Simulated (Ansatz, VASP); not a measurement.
# InP: VASP beside Ansatz

The input INCAR:

```
SYSTEM = InP
PREC = Accurate ; ENCUT = 450
EDIFF = 1E-7 ; ISMEAR = 0
SIGMA = 0.02 ; LREAL = .False.
LASPH = .True. ; NELM = 120
ALGO = Normal ; ISIF = 2
LWAVE = .False. ; LCHARG = .False.
GGA = PS ; IBRION = 2
NSW = 60 ; EDIFFG = -0.002
GGA_COMPAT = .False. ; NELMIN = 4
```

File KPOINTS:

```
Automatic mesh
0
Gamma
  10 10 10
  0 0 0
```

The input POSCAR:

```
InP
1.0
    0.0000000000      2.9498255907      2.9097962395
    2.9498255907      0.0000000000      2.9097962395
    2.9498255907      2.9498255907      0.0000000000
In P
1 1
Direct
    0.0000000000      0.0000000000      0.0000000000
    0.2500000000      0.2500000000      0.2500000000
```

Input for Ansatz:

```yaml
crystal:
  lattice:
    - [0.0, 2.9498255907, 2.9097962395]
    - [2.9498255907, 0.0, 2.9097962395]
    - [2.9498255907, 2.9498255907, 0.0]
  atoms:
    - { symbol: In, position: [0.0, 0.0, 0.0] }
    - { symbol: P, position: [0.25, 0.25, 0.25] }
basis:
  ecutwfc: 420
kpoints:
  mp_grid: { grid: [10, 10, 10] }
hamiltonian:
  xc: pbesol
scf:
  occupations: { method: gaussian, width: 0.02 }
output:
  forces: true
  stress: true
  eigenvalues: true
relax:
  adjacent_minimum: "off"
  f_tol: 0.002
  max_steps: 40
```

Change from the starting cell: strained cell.

Alike in both runs: task relaxation of the atoms; functional PBEsol; k mesh 10 × 10 × 10; occupations gaussian, width 0.02 eV; no spin polarisation.

|  | VASP | Ansatz |
| --- | --- | --- |
| version | VASP 6.6.1 | Ansatz 0.2.0 |
| potentials or method | VASP PAW PBE potentials, release 64 (In_d, P), cutoff 450 eV | scalar-relativistic, plane waves, PAW |
| valence electrons in the cell | 18 | 18 |

```tsv
	VASP	Ansatz	Ansatz less VASP
gap on the k mesh at the Fermi level, each at its own relaxed structure (eV)	0.54	0.54	+0.001
```

VASP's potentials were made for PBE, not for PBEsol. Ansatz's warnings: stress scf threshold loose.

Noted on VASP's run: the relaxation stopped at its first step, so nothing moved.
